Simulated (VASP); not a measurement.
MgS, 2 atoms in the cell. The structure is cubic, space group Fm-3m (No. 225). The conventional cell has a = 5.230 Å, b = 5.230 Å, c = 5.230 Å, α = 90.00°, β = 90.00°, γ = 90.00°. Within 3.4 Å of Mg (site symmetry m-3m) lie 6 S at 2.61 Å. S (site symmetry m-3m) has 6 Mg at 2.61 Å within 3.4 Å. 

| Item | Value |
| --- | --- |
| Program | VASP 6.6.1 |
| Task | single point |
| Functional | PBE |
| Potentials or basis | VASP PAW PBE potentials, release 64 (Mg, S) |
| Cutoff | 520 eV |
| k mesh | 8 × 8 × 8 |
| Occupations | gaussian, width 0.02 eV |
| Spin | no spin polarisation |
| Dipole correction | no |
| Further INCAR settings | ALGO = Normal; EDIFF = 1e-06; NBANDS = 11 |

Potentials or basis: VASP PAW PBE potentials, release 64 (Mg, S).

The run is started by

```console
$ cat potpaw_PBE.64/Mg/POTCAR potpaw_PBE.64/S/POTCAR > POTCAR
$ mpirun -np 1 vasp_std > vasp.out
```

Hardware: 1 thread of Intel Xeon 8259CL, on a shared host.

Estimate the wall time of this run.

It took 16 s on 1 thread of Intel Xeon 8259CL (shared host), peak memory 0.16 GiB. Counts: scf iterations 12, k points 29.
